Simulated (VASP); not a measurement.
Wanted: the native input for a VASP 6.6.1 run.

```yaml
Task: electric field gradients
Functional: PBEsol
Potentials_or_basis: VASP PAW PBE potentials, release 64 (Ba_sv, Ti_sv, O)
Cutoff: 520 eV
k_mesh: 7 × 7 × 7
Occupations: fermi-dirac, width 0.03 eV
Spin: no spin polarisation
Dipole_correction: no
Further_INCAR_settings: ALGO = Normal; EDIFF = 1e-08; NBANDS = 28
```

The structure of BaTiO3 lies in POSCAR:

```
BaTiO3
1.0
    3.9998000000     -0.0599970000     -0.0599970000
   -0.0599970000      3.9998000000     -0.0599970000
   -0.0602700000     -0.0602700000      4.0180000000
Ba Ti O
1 1 3
Direct
    0.0000000000      0.0000000000      0.0000000000
    0.5000000000      0.5000000000      0.5000000000
    0.5000000000      0.5000000000      0.0000000000
    0.5000000000      0.0000000000      0.5000000000
    0.0000000000      0.5000000000      0.5000000000
```

This cell differs from its parent crystal: equal xy, yz and zx shear strains of -3 %.

The input as run:

INCAR

```
ALGO = Normal ; EDIFF = 1E-8
ENCUT = 520 ; GGA = PS
ISIF = 2 ; ISMEAR = -1
LASPH = True ; LCHARG = False
LEFG = True ; LREAL = False
LWAVE = False ; NBANDS = 28
NELM = 60 ; PREC = Accurate
SIGMA = 0.03
```

KPOINTS

```
k-points
0
Gamma
  7 7 7
```

Potentials or basis: VASP PAW PBE potentials, release 64 (Ba_sv, Ti_sv, O).

Run with:

```sh
$ cat potpaw_PBE.64/Ba_sv/POTCAR potpaw_PBE.64/Ti_sv/POTCAR potpaw_PBE.64/O/POTCAR > POTCAR
$ mpirun -np 1 vasp_std > vasp.out
```

Results of the run:

The pressure is -2.5 GPa and the band gap on the k mesh is 1.55 eV. The largest electric field gradient by atom is Ba -35.2; Ti +11.5; O +25.4, +23.3 (each value once) V/Å².

Caveat: the cell differs from its parent crystal (equal xy, yz and zx shear strains of -3 %); without QUAD_EFG the Cq values of the log hold for a quadrupole moment of 1 mb, not for the nuclei; the PAW data sets were made with another functional, which shifts forces and pressure a little; spin-orbit coupling is left out, which moves the levels of the heavy elements.

Wall time 87 s on 1 thread of Intel(R) Xeon(R) 6975P-C (Granite Rapids) (shared host), peak memory 0.3 GiB.
